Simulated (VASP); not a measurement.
# TaN (Fm-3m) in VASP: further runs

TaN is run at these levels: LDA, PBEsol+D3(BJ); tasks: single point.

Program: VASP 6.6.1. These are calculated values, not measurements. Logs are shortened: lines on timing, memory, paths and dates and some standing lists are left out, and cuts for length are marked.

## 1. The cell of the first run

The structure is cubic, space group Fm-3m (No. 225). Conventional cell: a = 4.509 Å, b = 4.509 Å, c = 4.509 Å, α = 90.00°, β = 90.00°, γ = 90.00°. Ta (site symmetry m-3m) has 6 N at 2.25 Å within 3.0 Å. N (site symmetry m-3m) has 6 Ta at 2.25 Å within 3.0 Å.

## 2. Single point, LDA

Contents of INCAR:

```
SYSTEM = TaN
PREC = Accurate
ENCUT = 600
EDIFF = 1E-6
ISMEAR = -1
SIGMA = 0.05
LREAL = .False.
LASPH = .True.
NELM = 120
ALGO = Normal
ISIF = 2
LWAVE = .False.
LCHARG = .True.
LELF = .True.
LVHAR = .True.
NBANDS = 15
GGA_COMPAT = .False.
```

Contents of KPOINTS:

```
regular mesh
0
Gamma
  10 10 10
  0 0 0
```

Contents of POSCAR:

```
TaN
1.0
    0.0000000000      2.2546932853      2.2546932853
    2.2546932853      0.0000000000      2.2546932853
    2.2546932853      2.2546932853      0.0000000000
Ta N
1 1
Direct
    0.5000000000      0.5000000000      0.5000000000
    0.0000000000      0.0000000000      0.0000000000
```

Potentials or basis: VASP PAW LDA potentials, release 64 (Ta_pv, N).

Command:

```
> cat potpaw_LDA.64/Ta_pv/POTCAR potpaw_LDA.64/N/POTCAR > POTCAR
> mpirun -np 1 vasp_std > vasp.out
```

OUTCAR:

```text
SYSTEM = TaN
   PREC = Accurate
   ENCUT = 600
   EDIFF = 1E-6
   ISMEAR = -1
   LREAL = .False.
   LASPH = .True.
   NELM = 120
   ISIF = 2

 ion  position               nearest neighbor table
   1  0.500  0.500  0.500-   2 2.25   2 2.25   2 2.25   2 2.25   2 2.25   2 2.25
   2  0.000  0.000  0.000-   1 2.25   1 2.25   1 2.25   1 2.25   1 2.25   1 2.25

  LATTYP: Found a face centered cubic cell.
 ALAT       =     4.5093865706

  Lattice vectors:

 A1 = (   0.0000000000,   2.2546932853,   2.2546932853)
 A2 = (   2.2546932853,   0.0000000000,   2.2546932853)
 A3 = (   2.2546932853,   2.2546932853,   0.0000000000)

Analysis of symmetry for initial positions (statically):
=====================================================================
 Subroutine PRICEL returns:
 Original cell was already a primitive cell.

 Routine SETGRP: Setting up the symmetry group for a
 face centered cubic supercell.

 Subroutine GETGRP returns: Found 48 space group operations
 (whereof 48 operations were pure point group operations)
 out of a pool of 48 trial point group operations.

The static configuration has the point symmetry O_h .

Analysis of symmetry for dynamics (positions and initial velocities):
=====================================================================
 Subroutine PRICEL returns:
 Original cell was already a primitive cell.

 Routine SETGRP: Setting up the symmetry group for a
 face centered cubic supercell.

 Subroutine GETGRP returns: Found 48 space group operations
 (whereof 48 operations were pure point group operations)
 out of a pool of 48 trial point group operations.

The dynamic configuration has the point symmetry O_h .

 Subroutine INISYM returns: Found 48 space group operations
 (whereof 48 operations are pure point group operations),
 and found     1 'primitive' translations

----------------------------------------------------------------------------------------

                                     Primitive cell

  volume of cell :      22.9241

  direct lattice vectors                    reciprocal lattice vectors
     0.000000000  2.254693285  2.254693285    -0.221759653  0.221759653  0.221759653
     2.254693285  0.000000000  2.254693285     0.221759653 -0.221759653  0.221759653
     2.254693285  2.254693285  0.000000000     0.221759653  0.221759653 -0.221759653

  length of vectors
     3.188617823  3.188617823  3.188617823     0.384098986  0.384098986  0.384098986

  position of ions in fractional coordinates (direct lattice)
     0.500000000  0.500000000  0.500000000
     0.000000000  0.000000000  0.000000000

  ion indices of the primitive-cell ions
   primitive index   ion index
                 1           1
                 2           2

----------------------------------------------------------------------------------------

 KPOINTS: regular mesh

Automatic generation of k-mesh.
 Grid dimensions read from file:
 generate k-points for:   10   10   10

 Generating k-lattice:

  Cartesian coordinates                     Fractional coordinates (reciprocal lattice)
    -0.022175965  0.022175965  0.022175965     0.100000000  0.000000000  0.000000000
     0.022175965 -0.022175965  0.022175965     0.000000000  0.100000000  0.000000000
     0.022175965  0.022175965 -0.022175965     0.000000000  0.000000000  0.100000000

  Length of vectors
     0.038409899  0.038409899  0.038409899

  Shift w.r.t. Gamma in fractional coordinates (k-lattice)
     0.000000000  0.000000000  0.000000000

 Subroutine IBZKPT returns following result:
 ===========================================

 Found     47 irreducible k-points:

 Following reciprocal coordinates:
            Coordinates               Weight
  0.000000  0.000000  0.000000      1.000000
  0.100000  0.000000  0.000000      8.000000
  0.200000  0.000000  0.000000      8.000000
  0.300000  0.000000  0.000000      8.000000
  0.400000  0.000000  0.000000      8.000000
  0.500000  0.000000  0.000000      4.000000
[... 16 lines left out ...]
  0.300000  0.300000  0.000000      6.000000
  0.400000  0.300000  0.000000     24.000000
 [... further k-points ...]
   k-points           NKPTS =     47   k-points in BZ     NKDIM =     47   number of bands    NBANDS=     15
   number of dos      NEDOS =    301   number of ions     NIONS =      2
   total plane-waves  NPLWV =  21952
   dimension x,y,z NGX =    28 NGY =   28 NGZ =   28
   dimension x,y,z NGXF=    56 NGYF=   56 NGZF=   56
   ions per type =               1   1
   NGX,Y,Z   is equivalent  to a cutoff of  14.60, 14.60, 14.60 a.u.
   NGXF,Y,Z  is equivalent  to a cutoff of  29.20, 29.20, 29.20 a.u.
 SYSTEM =  TaN
   PREC   = accura    normal or accurate (medium, high low for compatibility)
   ISTART =      0    job   : 0-new  1-cont  2-samecut
   ICHARG =      2    charge: 1-file 2-atom 10-const
   ISPIN  =      1    spin polarized calculation?
   LNONCOLLINEAR =      F non collinear calculations
   LSORBIT =      F    spin-orbit coupling
   LASPH  =      T    aspherical Exc in radial PAW
   ENCUT  =  600.0 eV  44.10 Ry    6.64 a.u.   6.37  6.37  6.37*2*pi/ulx,y,z
   NELM   =    120;   NELMIN=  2; NELMDL= -5     # of ELM steps
   EDIFF  = 0.1E-05   stopping-criterion for ELM
   LREAL  =      F    real-space projection
   EDIFFG = 0.1E-04   stopping-criterion for IOM
   NSW    =      0    number of steps for IOM
   IBRION =     -1    ionic relax: 0-MD 1-quasi-New 2-CG
   NFREE  =      0    steps in history (QN), initial steepest desc. (CG)
   ISIF   =      2    stress and relaxation
   ISYM   =      2    0-nonsym 1-usesym 2-fastsym
   POTIM  = 0.5000    time-step for ionic-motion
   TEBEG  =    0.0;   TEEND  =   0.0 temperature during run
   PSTRESS=    0.0 pullay stress
   NELECT =      16.0000    total number of electrons
   NUPDOWN=      -1.0000    fix difference up-down
   EMIN   =  10.00;   EMAX   =-10.00  energy-range for DOS
   EFERMI =   0.00;   METHOD = LEGACY
   ISMEAR =    -1;   SIGMA  =   0.05  broadening in eV -4-tet -1-fermi 0-gaus
   EFERMI_NEDOS =   21; number of points for ismear=-14 and -15
   IALGO  =     38    algorithm
   IMIX   =      4    mixing-type and parameters
     AMIX     =   0.40;   BMIX     =  1.00
     AMIX_MAG =   1.60;   BMIX_MAG =  1.00
  volume/ion in A,a.u.               =      11.46        77.35
  Fermi-wavevector in a.u.,A,eV,Ry     =   1.452170  2.744203 28.691921  2.108797
  Thomas-Fermi vector in A             =   2.569583
   LORBIT       =      0    0 simple, 1 ext, 2 COOP (PROOUT), +10 PAW based schemes
   GGA     = CA    functional components
   LHFCALC =     F    Hartree Fock is set to
   AEXX    =    0.0000 exact exchange contribution
   IVDW    =     0    specifies the selected vdW correction
   LEPSILON=     F    determine dielectric tensor
   LRPA    =     F    only Hartree local field effects (RPA)
 non-spin polarized calculation
  energy-cutoff  :      600.00
  volume of cell :       22.92
 maximum number of plane-waves:       785
 NGX is ok and might be reduce to    28
   NGX = 13   NGY = 13   NGZ = 13

 number of electron      16.0000002 magnetization

 Free energy of the ion-electron system (eV)
  ---------------------------------------------------
  ext. energy  EPLUGINS =         0.00000000
  ---------------------------------------------------
  free energy    TOTEN  =       -23.92602391 eV

  energy without entropy =      -23.91895888  energy(sigma->0) =      -23.92249139

 E-fermi :   8.5617     XC(G=0): -13.2584

 val. band max:        8.5146002171   @ k =   0.0000   0.0000   0.0000
 cond. band min:       8.6023511798   @ k =  -0.3000   0.3000   0.1000
 fundamental gap:      0.0877509627
 Fermi energy:         8.5616569232

 k-point     1 :       0.0000    0.0000    0.0000
  band No.  band energies     occupation
      1     -27.1645      2.00000
      2     -27.1645      2.00000
      3     -27.1645      2.00000
      4      -9.4413      2.00000
      5       4.9999      2.00000
      6       4.9999      2.00000
      7       4.9999      2.00000
      8       6.6058      2.00000
      9       6.6058      2.00000
     10       6.6058      2.00000
     11       8.5146      1.43866
     12       8.5146      1.43866
     13       9.6475      0.00000
     14      18.0034      0.00000
     15      19.7626      0.00000

 k-point     2 :       0.1000    0.0000    0.0000
  band No.  band energies     occupation
      1     -27.2304      2.00000
      2     -27.1708      2.00000
      3     -27.1708      2.00000
      4      -9.2299      2.00000
      5       3.9426      2.00000
      6       4.3047      2.00000
      7       4.3047      2.00000
      8       6.9320      2.00000
      9       6.9320      2.00000
     10       6.9987      2.00000
     11       9.3634      0.00000
     12       9.3634      0.00000
     13      10.3450      0.00000
     14      18.6586      0.00000
     15      19.7625      0.00000

 k-point     3 :       0.2000    0.0000    0.0000
  band No.  band energies     occupation
      1     -27.3991      2.00000
      2     -27.1876      2.00000
      3     -27.1876      2.00000
      4      -8.6501      2.00000
      5       2.2029      2.00000
      6       3.1981      2.00000
      7       3.1981      2.00000
      8       7.4980      2.00000
      9       7.6694      2.00000
     10       7.6694      2.00000
     11      11.0956      0.00000
     12      11.0956      0.00000
     13      11.7681      0.00000
     14      19.7601      0.00000
     15      20.1053      0.00000
[... 343 lines left out ...]
 k-point    23 :       0.3000    0.3000    0.0000
  band No.  band energies     occupation
      1     -27.5518      2.00000
      2     -27.3094      2.00000
      3     -27.3094      2.00000
      4      -8.1304      2.00000
      5       0.8649      2.00000
      6       3.9585      2.00000
      7       3.9585      2.00000
      8       4.3946      2.00000
      9       9.6349      0.00000
     10      10.6799      0.00000
     11      10.6799      0.00000
     12      11.0017      0.00000
     13      16.1030      0.00000
     14      19.7431      0.00000
     15      20.4845      0.00000

 k-point    24 :       0.4000    0.3000    0.0000
  band No.  band energies     occupation
      1     -27.6309      2.00000
      2     -27.3522      2.00000
      3     -27.3327      2.00000
      4      -7.9814      2.00000
      5       1.0372      2.00000
      6       3.0605      2.00000
      7       3.6640      2.00000
      8       4.9937      2.00000
      9      10.4164      0.00000
     10      11.1186      0.00000
     11      11.1913      0.00000
     12      11.8848      0.00000
     13      16.1419      0.00000
     14      18.4105      0.00000
     15      19.7748      0.00000

 [... further k-points ...]

------------------------ aborting loop because EDIFF is reached ----------------------------------------

  FORCE on cell =-STRESS in cart. coord.  units (eV):
  Direction    XX          YY          ZZ          XY          YZ          ZX
  --------------------------------------------------------------------------------------
  -------------------------------------------------------------------------------------
  Total       -4.4375386     -4.4375386     -4.4375386      0.0000000      0.0000000      0.0000000
  in kB     -310.1418073   -310.1418073   -310.1418073      0.0000000      0.0000000      0.0000000
  external PRESSURE =    -310.1418073 kB  Pullay stress =       0.0000000 kB

 VOLUME and BASIS-vectors are now :
 -----------------------------------------------------------------------------
  energy-cutoff  :      600.00
  volume of cell :       22.92
      direct lattice vectors                 reciprocal lattice vectors
     0.000000000  2.254693285  2.254693285    -0.221759653  0.221759653  0.221759653
     2.254693285  0.000000000  2.254693285     0.221759653 -0.221759653  0.221759653
     2.254693285  2.254693285  0.000000000     0.221759653  0.221759653 -0.221759653

 POSITION                                       TOTAL-FORCE (eV/Angst)
 -----------------------------------------------------------------------------------
      2.25469      2.25469      2.25469         0.000000     -0.000000      0.000000
      0.00000      0.00000      0.00000        -0.000000      0.000000     -0.000000
 -----------------------------------------------------------------------------------
    total drift:                                0.000000      0.000000      0.000000

  FREE ENERGIE OF THE ION-ELECTRON SYSTEM (eV)
  ---------------------------------------------------
  free  energy   TOTEN  =       -23.9260239120 eV

  energy  without entropy=      -23.9189588751  energy(sigma->0) =      -23.92249139
```

Run time: 12 s. Hardware: 1 thread of AMD EPYC 9R45 (Zen 5), shared host; peak memory 0.12 GiB.

Results:

* Free energy: -23.9260 eV
* Pressure: -31.0 GPa
* Band gap on the k mesh: zero (band 8 reaches 10.19 eV, above the bottom of band 9 at 6.61 eV)

Levels at points of the mesh, in eV from the Fermi level:
| k point | band 5 | band 6 | band 7 | band 8 | band 9 | band 10 | band 11 | band 12 |
| --- | --- | --- | --- | --- | --- | --- | --- | --- |
| (0.00, 0.00, 0.00) | -3.56 | -3.56 | -3.56 | -1.96 | -1.96 | -1.96 | -0.05 | -0.05 |
| (0.50, 0.00, 0.00) | -9.74 | -7.05 | -7.05 | 1.63 | 1.63 | 1.74 | 3.70 | 6.72 |
| (0.50, 0.50, 0.00) | -6.37 | -4.99 | -4.39 | -4.39 | 1.79 | 3.09 | 3.09 | 3.83 |

Caveat: spin-orbit coupling is left out, which moves the levels of the heavy elements.

## 3. Single point, PBEsol+D3(BJ)

This run uses another cell than the first one, of 11.03 Å³/atom, 0.962 times its volume.

Contents of INCAR:

```
SYSTEM = TaN
ALGO     = Normal         ! electronic algorithm
EDIFF    = 1E-6           ! SCF threshold, eV
ENCUT    = 600            ! plane-wave cutoff, eV
GGA      = PS             ! functional
GGA_COMPAT= .False.      
ISIF     = 2              ! what is computed and relaxed
ISMEAR   = -1             ! smearing method
IVDW     = 12             ! dispersion correction
LASPH    = .True.         ! aspherical terms in the spheres
LCHARG   = .False.        ! write CHGCAR
LREAL    = .False.        ! projectors in reciprocal space
LWAVE    = .False.        ! write WAVECAR
NBANDS   = 15             ! bands
NELM     = 120            ! most SCF steps
PREC     = Accurate       ! precision mode
SIGMA    = 0.05           ! smearing width, eV
```

Contents of KPOINTS:

```
k-points
0
Gamma
  10 10 10
  0 0 0
```

Contents of POSCAR:

```
TaN
1.0
    0.0000000000      2.2259679500      2.2259679500
    2.2259679500      0.0000000000      2.2259679500
    2.2259679500      2.2259679500      0.0000000000
Ta N
1 1
Direct
    0.5000000000      0.5000000000      0.5000000000
    0.0000000000      0.0000000000      0.0000000000
```

Potentials or basis: VASP PAW PBE potentials, release 64 (Ta_pv, N).

Command:

```
> cat potpaw_PBE.64/Ta_pv/POTCAR potpaw_PBE.64/N/POTCAR > POTCAR
> mpirun -np 1 vasp_std > vasp.out
```

It took 13 s on 1 thread of AMD EPYC 9R45 (Zen 5), shared host; peak memory 0.15 GiB.

The run converged. Its results:

| Property | Result |
| --- | --- |
| Free energy | -24.0740 eV |
| Pressure | -22.5 GPa |
| Band gap on the k mesh | zero (band 8 reaches 10.75 eV, above the bottom of band 9 at 6.93 eV) |
| Dispersion energy per atom | -0.449 eV |

Levels at points of the mesh, in eV from the Fermi level:
| k point | band 4 | band 5 | band 6 | band 7 | band 8 | band 9 | band 10 | band 11 | band 12 | band 13 |
| --- | --- | --- | --- | --- | --- | --- | --- | --- | --- | --- |
| (0.00, 0.00, 0.00) | -18.52 | -3.70 | -3.70 | -3.70 | -2.06 | -2.06 | -2.06 | -0.01 | -0.01 | 1.21 |
| (0.50, 0.00, 0.00) | -15.66 | -10.12 | -7.34 | -7.34 | 1.76 | 1.76 | 1.87 | 3.66 | 7.15 | 7.15 |
| (0.50, 0.50, 0.00) | -17.26 | -6.57 | -5.28 | -4.54 | -4.54 | 1.94 | 3.32 | 3.32 | 4.15 | 6.29 |

Caveat: the PAW data sets were made with another functional, which shifts forces and pressure a little; spin-orbit coupling is left out, which moves the levels of the heavy elements; pairwise dispersion overbinds metals, which lowers pressure and volume.

## 4. Single point, PBEsol+D3(BJ)

This run uses another cell than the first one, of 11.25 Å³/atom, 0.981 times its volume.

Contents of INCAR:

```
PREC = Accurate
ENCUT = 600
EDIFF = 1E-6
ISMEAR = -1
SIGMA = 0.05
LREAL = F
LASPH = T
NELM = 120
ALGO = Normal
ISIF = 2
LWAVE = F
LCHARG = F
GGA = PS
IVDW = 12
NBANDS = 15
GGA_COMPAT = F
```

Contents of KPOINTS:

```
regular mesh
0
Gamma
  10 10 10
```

Contents of POSCAR:

```
TaN
1.0
    0.0000000000      2.2404226923      2.2404226923
    2.2404226923      0.0000000000      2.2404226923
    2.2404226923      2.2404226923      0.0000000000
Ta N
1 1
Direct
    0.5000000000      0.5000000000      0.5000000000
    0.0000000000      0.0000000000      0.0000000000
```

Command:

```
> cat potpaw_PBE.64/Ta_pv/POTCAR potpaw_PBE.64/N/POTCAR > POTCAR
> mpirun -np 1 vasp_std > vasp.out
```

Wall time 14 s (1 thread of AMD EPYC 9R45 (Zen 5), shared host); peak memory 0.15 GiB.

The run converged. Its results:

* Free energy: -24.0069 eV
* Pressure: -27.6 GPa
* Band gap on the k mesh: zero (band 8 reaches 10.48 eV, above the bottom of band 9 at 6.77 eV)
* Dispersion energy per atom: -0.440 eV

Levels at points of the mesh, in eV from the Fermi level:
```tsv
k point	band 4	band 5	band 6	band 7	band 8	band 9	band 10	band 11	band 12	band 13
(0.00, 0.00, 0.00)	-18.36	-3.65	-3.65	-3.65	-2.01	-2.01	-2.01	-0.02	-0.02	1.05
(0.50, 0.00, 0.00)	-15.61	-9.96	-7.20	-7.20	1.71	1.71	1.81	3.60	6.95	6.95
(0.50, 0.50, 0.00)	-17.11	-6.52	-5.15	-4.49	-4.49	1.88	3.22	3.22	3.96	6.08
```

Caveat: the PAW data sets were made with another functional, which shifts forces and pressure a little; spin-orbit coupling is left out, which moves the levels of the heavy elements; pairwise dispersion overbinds metals, which lowers pressure and volume.

## 5. The runs side by side

| level | potentials or basis | cell | gap on the mesh (eV) | pressure (GPa) |
| --- | --- | --- | --- | --- |
| LDA | VASP PAW LDA potentials, release 64 (Ta_pv, N) | a = 3.189 Å, angles 60.0°, 2 atoms | none | -31.0 |
| PBEsol+D3(BJ) | VASP PAW PBE potentials, release 64 (Ta_pv, N) | a = 3.148 Å, angles 60.0°, 2 atoms | none | -22.5 |
| PBEsol+D3(BJ) | VASP PAW PBE potentials, release 64 (Ta_pv, N) | a = 3.168 Å, angles 60.0°, 2 atoms | none | -27.6 |

Alike in all rows: task single point; no spin polarisation; k mesh 10 × 10 × 10; cutoff (eV) 600; smearing fermi-dirac 0.05 eV.

Caveats: spin-orbit coupling is left out, which moves the levels of the heavy elements; the PAW data sets were made with another functional, which shifts forces and pressure a little (some runs); pairwise dispersion overbinds metals, which lowers pressure and volume (some runs).

Absolute energies hang on the potentials; compare differences alone.
